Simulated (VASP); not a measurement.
Set up this calculation in VASP 6.6.1, as the native input.

* Task: single point
* Functional: PBEsol
* Potentials or basis: VASP PAW PBE potentials, release 64 (Sc_sv)
* Cutoff: 500 eV
* k mesh: 12 × 12 × 12
* Occupations: fermi-dirac, width 0.1 eV
* Spin: no spin polarisation
* Dipole correction: no
* Further INCAR settings: ALGO = Normal; EDIFF = 1e-06; NBANDS = 12

The structure of Sc lies in POSCAR:

```
Sc
1.0
    2.9566230670      0.0000000000      0.0000000000
    0.0000000000      2.9566230670      0.0000000000
    0.0000000000      0.0000000000      2.9566230670
Sc
1
Direct
    0.0000000000      0.0000000000      0.0000000000
```

This cell differs from its parent crystal: volume scaled by 1.04.

One way to write it, as run:

INCAR

```
ALGO = Normal
EDIFF = 1E-6
ENCUT = 500
GGA = PS
GGA_COMPAT = False
ISIF = 2
ISMEAR = -1
LASPH = True
LCHARG = False
LREAL = False
LWAVE = False
NBANDS = 12
NELM = 120
PREC = Accurate
SIGMA = 0.1
```

KPOINTS

```
k-points
0
Gamma
  12 12 12
```

Potentials or basis: VASP PAW PBE potentials, release 64 (Sc_sv).

Run with:

```console
$ cat potpaw_PBE.64/Sc_sv/POTCAR > POTCAR
$ mpirun -np 1 vasp_std > vasp.out
```

It gave:

* Pressure: -1.4 GPa

Caveat: the PAW data sets were made with another functional, which shifts forces and pressure a little.

It took 15 s on 1 thread of Intel(R) Xeon(R) Platinum 8259CL CPU @ 2.50GHz (Skylake/Cascade Lake), on a shared host, peak memory 0.15 GiB.
